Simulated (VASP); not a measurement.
# In3C (Im-3m) in VASP: density of states with PBE

Aim: the density of states of In3C with PBE.

Program: VASP 6.6.1. These are calculated values, not measurements. Logs are shortened: lines on timing, memory, paths and dates and some standing lists are left out, and cuts for length are marked.

**1. The cell of the first run**

It takes space group Im-3m (No. 229, cubic). The conventional cell has a = 5.647 Å, b = 5.647 Å, c = 5.647 Å, α = 90.00°, β = 90.00°, γ = 90.00°. Within 3.7 Å of In (site symmetry 4/mmm) lie 4 In at 2.82 Å and 2 C at 2.82 Å. C (site symmetry m-3m) has 6 In at 2.82 Å within 3.7 Å.

**2. Density of states, PBE**

Input file POSCAR:

```
In3C
1.0
   -2.8233526817      2.8233526817      2.8233526817
    2.8233526817     -2.8233526817      2.8233526817
    2.8233526817      2.8233526817     -2.8233526817
In C
3 1
Direct
    0.0000000000      0.5000000000      0.5000000000
    0.5000000000      0.0000000000      0.5000000000
    0.5000000000      0.5000000000      0.0000000000
    0.0000000000      0.0000000000      0.0000000000
```

Input file INCAR.step1:

```
SYSTEM = In3C
PREC = Accurate
ENCUT = 520
EDIFF = 1E-6
ISMEAR = 0
SIGMA = 0.1
LREAL = .FALSE.
LASPH = .TRUE.
NELM = 100
ALGO = Normal
ISIF = 2
LWAVE = .FALSE.
LCHARG = .TRUE.
GGA = PE
NBANDS = 30
```

Input file KPOINTS.step1:

```
regular mesh
0
G
  12 12 12
  0 0 0
```

Input file INCAR.step2:

```
SYSTEM = In3C
PREC = Accurate
ENCUT = 520
EDIFF = 1E-6
ISMEAR = -5
SIGMA = 0.1
LREAL = .FALSE.
LASPH = .TRUE.
NELM = 100
ALGO = Normal
ISIF = 2
LWAVE = .FALSE.
LCHARG = .FALSE.
GGA = PE
LORBIT = 10
NBANDS = 30
NEDOS = 1001
ICHARG = 11
```

Input file KPOINTS.step2:

```
regular mesh
0
G
  18 18 18
  0 0 0
```

Potentials or basis: VASP PAW PBE potentials, release 64 (In_d, C).

Run with:

```bash
$ cat potpaw_PBE.64/In_d/POTCAR potpaw_PBE.64/C/POTCAR > POTCAR
$ cp INCAR.step1 INCAR
$ cp KPOINTS.step1 KPOINTS
$ mpirun -np 1 vasp_std > vasp.out
$ cp INCAR.step2 INCAR
$ cp KPOINTS.step2 KPOINTS
$ mpirun -np 1 vasp_std > vasp.out
```

OUTCAR:

```text
SYSTEM = In3C
   PREC = Accurate
   ENCUT = 520
   EDIFF = 1E-6
   ISMEAR = -5
   LREAL = .FALSE.
   LASPH = .TRUE.
   NELM = 100
   ISIF = 2
   GGA = PE
   LORBIT = 10
   ICHARG = 11

 ion  position               nearest neighbor table
   1  0.000  0.500  0.500-   2 2.82   3 2.82   4 2.82   4 2.82   3 2.82   2 2.82   2 3.99   2 3.99
                             2 3.99   3 3.99   3 3.99   3 3.99   2 3.99   3 3.99
   2  0.500  0.000  0.500-   1 2.82   3 2.82   4 2.82   3 2.82   4 2.82   1 2.82   1 3.99   3 3.99
                             1 3.99   1 3.99   3 3.99   3 3.99   1 3.99   3 3.99
   3  0.500  0.500  0.000-   1 2.82   2 2.82   4 2.82   2 2.82   1 2.82   4 2.82   2 3.99   2 3.99
                             1 3.99   1 3.99   2 3.99   1 3.99   1 3.99   2 3.99
   4  0.000  0.000  0.000-   1 2.82   2 2.82   3 2.82   1 2.82   2 2.82   3 2.82

  LATTYP: Found a body centered cubic cell.
 ALAT       =     5.6467053634

  Lattice vectors:

 A1 = (  -2.8233526817,   2.8233526817,   2.8233526817)
 A2 = (   2.8233526817,  -2.8233526817,   2.8233526817)
 A3 = (   2.8233526817,   2.8233526817,  -2.8233526817)

Analysis of symmetry for initial positions (statically):
=====================================================================
 Subroutine PRICEL returns:
 Original cell was already a primitive cell.

 Routine SETGRP: Setting up the symmetry group for a
 body centered cubic supercell.

 Subroutine GETGRP returns: Found 48 space group operations
 (whereof 48 operations were pure point group operations)
 out of a pool of 48 trial point group operations.

The static configuration has the point symmetry O_h .

Analysis of symmetry for dynamics (positions and initial velocities):
=====================================================================
 Subroutine PRICEL returns:
 Original cell was already a primitive cell.

 Routine SETGRP: Setting up the symmetry group for a
 body centered cubic supercell.

 Subroutine GETGRP returns: Found 48 space group operations
 (whereof 48 operations were pure point group operations)
 out of a pool of 48 trial point group operations.

The dynamic configuration has the point symmetry O_h .

 Subroutine INISYM returns: Found 48 space group operations
 (whereof 48 operations are pure point group operations),
 and found     1 'primitive' translations

----------------------------------------------------------------------------------------

                                     Primitive cell

  volume of cell :      90.0234

  direct lattice vectors                    reciprocal lattice vectors
    -2.823352682  2.823352682  2.823352682     0.000000000  0.177094418  0.177094418
     2.823352682 -2.823352682  2.823352682     0.177094418  0.000000000  0.177094418
     2.823352682  2.823352682 -2.823352682     0.177094418  0.177094418  0.000000000

  length of vectors
     4.890190292  4.890190292  4.890190292     0.250449328  0.250449328  0.250449328

  position of ions in fractional coordinates (direct lattice)
     0.000000000  0.500000000  0.500000000
     0.500000000  0.000000000  0.500000000
     0.500000000  0.500000000  0.000000000
     0.000000000  0.000000000  0.000000000

  ion indices of the primitive-cell ions
   primitive index   ion index
                 1           1
                 2           2
                 3           3
                 4           4

----------------------------------------------------------------------------------------

 KPOINTS: regular mesh

Automatic generation of k-mesh.
 Grid dimensions read from file:
 generate k-points for:   18   18   18

 Generating k-lattice:

  Cartesian coordinates                     Fractional coordinates (reciprocal lattice)
     0.000000000  0.009838579  0.009838579     0.055555556  0.000000000  0.000000000
     0.009838579  0.000000000  0.009838579     0.000000000  0.055555556  0.000000000
     0.009838579  0.009838579  0.000000000     0.000000000  0.000000000  0.055555556

  Length of vectors
     0.013913852  0.013913852  0.013913852

  Shift w.r.t. Gamma in fractional coordinates (k-lattice)
     0.000000000  0.000000000  0.000000000

 TETIRR: Found   6794 inequivalent tetrahedra from    34992

 Subroutine IBZKPT returns following result:
 ===========================================

 Found    195 irreducible k-points:

 Following reciprocal coordinates:
            Coordinates               Weight
  0.000000  0.000000  0.000000      1.000000
  0.055556  0.000000  0.000000     12.000000
  0.111111  0.000000  0.000000     12.000000
  0.166667  0.000000  0.000000     12.000000
  0.222222  0.000000  0.000000     12.000000
  0.277778  0.000000  0.000000     12.000000
[... 16 lines left out ...]
  0.333333  0.111111  0.000000     48.000000
  0.388889  0.111111 -0.000000     48.000000
 [... further k-points ...]
   k-points           NKPTS =    195   k-points in BZ     NKDIM =    195   number of bands    NBANDS=     30
   number of dos      NEDOS =   1001   number of ions     NIONS =      4
   total plane-waves  NPLWV =  46656
   dimension x,y,z NGX =    36 NGY =   36 NGZ =   36
   dimension x,y,z NGXF=    72 NGYF=   72 NGZF=   72
   ions per type =               3   1
   NGX,Y,Z   is equivalent  to a cutoff of  12.24, 12.24, 12.24 a.u.
   NGXF,Y,Z  is equivalent  to a cutoff of  24.48, 24.48, 24.48 a.u.
 SYSTEM =  In3C
   PREC   = accura    normal or accurate (medium, high low for compatibility)
   ISTART =      0    job   : 0-new  1-cont  2-samecut
   ICHARG =     11    charge: 1-file 2-atom 10-const
   ISPIN  =      1    spin polarized calculation?
   LNONCOLLINEAR =      F non collinear calculations
   LSORBIT =      F    spin-orbit coupling
   LASPH  =      T    aspherical Exc in radial PAW
   ENCUT  =  520.0 eV  38.22 Ry    6.18 a.u.   9.09  9.09  9.09*2*pi/ulx,y,z
   NELM   =    100;   NELMIN=  2; NELMDL=  0     # of ELM steps
   EDIFF  = 0.1E-05   stopping-criterion for ELM
   LREAL  =      F    real-space projection
   EDIFFG = 0.1E-04   stopping-criterion for IOM
   NSW    =      0    number of steps for IOM
   IBRION =     -1    ionic relax: 0-MD 1-quasi-New 2-CG
   NFREE  =      0    steps in history (QN), initial steepest desc. (CG)
   ISIF   =      2    stress and relaxation
   ISYM   =      2    0-nonsym 1-usesym 2-fastsym
   POTIM  = 0.5000    time-step for ionic-motion
   TEBEG  =    0.0;   TEEND  =   0.0 temperature during run
   PSTRESS=    0.0 pullay stress
   NELECT =      43.0000    total number of electrons
   NUPDOWN=      -1.0000    fix difference up-down
   EMIN   =  10.00;   EMAX   =-10.00  energy-range for DOS
   EFERMI =   0.00;   METHOD = LEGACY
   ISMEAR =    -5;   SIGMA  =   0.10  broadening in eV -4-tet -1-fermi 0-gaus
   EFERMI_NEDOS =   21; number of points for ismear=-14 and -15
   IALGO  =     38    algorithm
   IMIX   =      4    mixing-type and parameters
     AMIX     =   0.40;   BMIX     =  1.00
     AMIX_MAG =   1.60;   BMIX_MAG =  1.00
  volume/ion in A,a.u.               =      22.51       151.88
  Fermi-wavevector in a.u.,A,eV,Ry     =   1.279713  2.418307 22.281784  1.637665
  Thomas-Fermi vector in A             =   2.412182
   LORBIT       =     10    0 simple, 1 ext, 2 COOP (PROOUT), +10 PAW based schemes
   GGA     = PE    functional components
   LHFCALC =     F    Hartree Fock is set to
   AEXX    =    0.0000 exact exchange contribution
   IVDW    =     0    specifies the selected vdW correction
   LEPSILON=     F    determine dielectric tensor
   LRPA    =     F    only Hartree local field effects (RPA)
 non-spin polarized calculation
 Fermi weights with tetrahedron method with Bloechl corrections
  energy-cutoff  :      520.00
  volume of cell :       90.02
 maximum number of plane-waves:      2491

 number of electron      43.0000015 magnetization

 Free energy of the ion-electron system (eV)
  ---------------------------------------------------
  ext. energy  EPLUGINS =         0.00000000
  ---------------------------------------------------
  free energy    TOTEN  =       -11.72939504 eV

  energy without entropy =      -11.72939504  energy(sigma->0) =      -11.72939504

 E-fermi :   6.4200     XC(G=0): -10.1763

 val. band max:        6.4403500092   @ k =   0.2778   0.1111   0.1111
 cond. band min:       6.2817319879   @ k =   0.5000   0.5000   0.1667
 fundamental gap:     -0.1586180213
 Fermi energy:         6.4200257459

 k-point     1 :       0.0000    0.0000    0.0000
  band No.  band energies     occupation
      1      -8.7315      2.00000
      2      -8.7315      2.00000
      3      -8.3697      2.00000
      4      -8.3697      2.00000
      5      -8.3697      2.00000
      6      -8.3007      2.00000
[... 22 lines left out ...]
     29      12.7260      0.00000
     30      12.7260      0.00000

 k-point     2 :       0.0556    0.0000    0.0000
  band No.  band energies     occupation
      1      -8.7285      2.00000
      2      -8.7227      2.00000
      3      -8.3669      2.00000
      4      -8.3660      2.00000
      5      -8.3642      2.00000
      6      -8.2968      2.00000
[... 22 lines left out ...]
     29      12.6510      0.00000
     30      12.6753      0.00000

 k-point     3 :       0.1111    0.0000    0.0000
  band No.  band energies     occupation
      1      -8.7202      2.00000
      2      -8.6968      2.00000
      3      -8.3586      2.00000
      4      -8.3552      2.00000
      5      -8.3480      2.00000
      6      -8.2852      2.00000
[... 22 lines left out ...]
     29      12.4349      0.00000
     30      12.6369      0.00000

 k-point     4 :       0.1667    0.0000    0.0000
  band No.  band energies     occupation
      1      -8.7076      2.00000
      2      -8.6541      2.00000
      3      -8.3454      2.00000
      4      -8.3378      2.00000
      5      -8.3217      2.00000
      6      -8.2656      2.00000
[... 22 lines left out ...]
     29      12.1507      0.00000
     30      12.9323      0.00000

 k-point     5 :       0.2222    0.0000    0.0000
  band No.  band energies     occupation
      1      -8.6925      2.00000
      2      -8.5956      2.00000
      3      -8.3281      2.00000
      4      -8.3150      2.00000
      5      -8.2863      2.00000
      6      -8.2378      2.00000
[... 22 lines left out ...]
     29      12.6493      0.00000
     30      13.5838      0.00000
[... 526 lines left out ...]
     29      13.4600      0.00000
     30      14.2619      0.00000

 k-point    22 :       0.2778    0.1111   -0.0000
  band No.  band energies     occupation
      1      -8.6421      2.00000
      2      -8.4394      2.00000
      3      -8.2835      2.00000
      4      -8.2404      2.00000
      5      -8.1931      2.00000
      6      -8.1400      2.00000
[... 22 lines left out ...]
     29      14.0877      0.00000
     30      14.7988      0.00000

 k-point    23 :       0.3333    0.1111    0.0000
  band No.  band energies     occupation
      1      -8.6287      2.00000
      2      -8.3541      2.00000
      3      -8.2625      2.00000
      4      -8.2177      2.00000
      5      -8.1437      2.00000
      6      -8.0855      2.00000
[... 22 lines left out ...]
     29      14.2161      0.00000
     30      14.7783      0.00000

 k-point    24 :       0.3889    0.1111   -0.0000
  band No.  band energies     occupation
      1      -8.6203      2.00000
      2      -8.2651      2.00000
      3      -8.2465      2.00000
      4      -8.2019      2.00000
      5      -8.0967      2.00000
      6      -8.0479      2.00000
[... 22 lines left out ...]
     29      13.5958      0.00000
     30      14.5813      0.00000

 [... further k-points ...]

------------------------ aborting loop because EDIFF is reached ----------------------------------------

  FORCE on cell =-STRESS in cart. coord.  units (eV):
  Direction    XX          YY          ZZ          XY          YZ          ZX
  --------------------------------------------------------------------------------------
  -------------------------------------------------------------------------------------
  Total       -0.1251267     -0.1251267     -0.1251267     -0.0000000      0.0000000      0.0000000
  in kB       -2.2269223     -2.2269223     -2.2269223     -0.0000000      0.0000000      0.0000000
  external PRESSURE =      -2.2269223 kB  Pullay stress =       0.0000000 kB

 VOLUME and BASIS-vectors are now :
 -----------------------------------------------------------------------------
  energy-cutoff  :      520.00
  volume of cell :       90.02
      direct lattice vectors                 reciprocal lattice vectors
    -2.823352682  2.823352682  2.823352682     0.000000000  0.177094418  0.177094418
     2.823352682 -2.823352682  2.823352682     0.177094418  0.000000000  0.177094418
     2.823352682  2.823352682 -2.823352682     0.177094418  0.177094418  0.000000000

 POSITION                                       TOTAL-FORCE (eV/Angst)
 -----------------------------------------------------------------------------------
      2.82335      0.00000      0.00000        -0.000000      0.000000      0.000000
      0.00000      2.82335      0.00000         0.000000     -0.000000     -0.000000
      0.00000      0.00000      2.82335        -0.000000      0.000000      0.000000
      0.00000      0.00000      0.00000         0.000000      0.000000     -0.000000
 -----------------------------------------------------------------------------------
    total drift:                                0.000000      0.000000     -0.000000

  FREE ENERGIE OF THE ION-ELECTRON SYSTEM (eV)
  ---------------------------------------------------
  free  energy   TOTEN  =       -11.7293950445 eV

  energy  without entropy=      -11.7293950445  energy(sigma->0) =      -11.72939504

 total charge

# of ion       s       p       d       tot
------------------------------------------
    1        0.950   0.609   9.855  11.413
    2        0.950   0.609   9.855  11.413
    3        0.950   0.609   9.855  11.413
    4        0.987   1.069   0.000   2.056
--------------------------------------------------
tot          3.836   2.896  29.564  36.296
```

It took 6.3 min on 1 thread of Intel Xeon Platinum 8488C (Sapphire Rapids), shared host; peak memory 0.5 GiB.

Results:

```yaml
Valence_electrons_inside_the_program's_atomic_spheres: In 11.41; C 2.06
```

Levels at points of the mesh, in eV from the Fermi level:
| k point | band 19 | band 20 | band 21 | band 22 | band 23 | band 24 | band 25 | band 26 |
| --- | --- | --- | --- | --- | --- | --- | --- | --- |
| (0.00, 0.00, 0.00) | -1.38 | -1.38 | -0.41 | -0.41 | -0.41 | -0.10 | -0.10 | 5.03 |
| (0.50, 0.00, 0.00) | -2.92 | -1.76 | -1.22 | 0.71 | 1.12 | 2.51 | 2.99 | 5.08 |
| (0.50, 0.50, 0.50) | -3.69 | -3.69 | -3.69 | 1.12 | 1.12 | 1.12 | 2.56 | 7.63 |

Caveat: spin-orbit coupling is left out, which moves the levels of the heavy elements; tetrahedron occupations give inexact forces and stress in metals.
